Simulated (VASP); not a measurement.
Wanted: the native input for a VASP 6.6.1 run.

| Property | Result |
| --- | --- |
| Task | dielectric tensor |
| Functional | PBE |
| Potentials or basis | VASP PAW PBE potentials, release 64 (K_sv, Br) |
| Cutoff | 520 eV |
| k mesh | 6 × 6 × 6 |
| Occupations | gaussian, width 0.01 eV |
| Spin | no spin polarisation |
| Dipole correction | no |
| Further INCAR settings | ALGO = Normal; EDIFF = 1e-08 |

The structure of KBr lies in POSCAR:

```
KBr
1.0
    3.9758688753      0.0000000000      0.0000000000
    0.0000000000      3.9758688753      0.0000000000
    0.0000000000      0.0000000000      3.9758688753
K Br
1 1
Direct
    0.0000000000      0.0000000000      0.0000000000
    0.5000000000      0.5000000000      0.5000000000
```

These files were run (other wordings do the same):

INCAR

```
  PREC = Accurate
  ENCUT = 520
  EDIFF = 1E-8
  ISMEAR = 0
  SIGMA = 0.01
  LREAL = False
  LASPH = True
  NELM = 80
  ALGO = Normal
  ISIF = 2
  LWAVE = False
  LCHARG = False
  GGA = PE
  LEPSILON = True
```

KPOINTS

```
Automatic mesh
0
Gamma
  6 6 6
```

Potentials or basis: VASP PAW PBE potentials, release 64 (K_sv, Br).

Run with:

```console
$ cat potpaw_PBE.64/K_sv/POTCAR potpaw_PBE.64/Br/POTCAR > POTCAR
$ mpirun -np 1 vasp_std > vasp.out
```

It gave:

| Property | Result |
| --- | --- |
| Band gap on the k mesh | 4.02 eV (least direct gap 4.30 eV) |
| Electronic dielectric tensor (diagonal) | 2.89 |
| Born charges (mean of the diagonal) | K +1.21; Br -1.21 e |

Run time: 5.9 min on 1 thread of Oxide Virtual Turin-like Processor, on a shared host, peak memory 0.2 GiB.
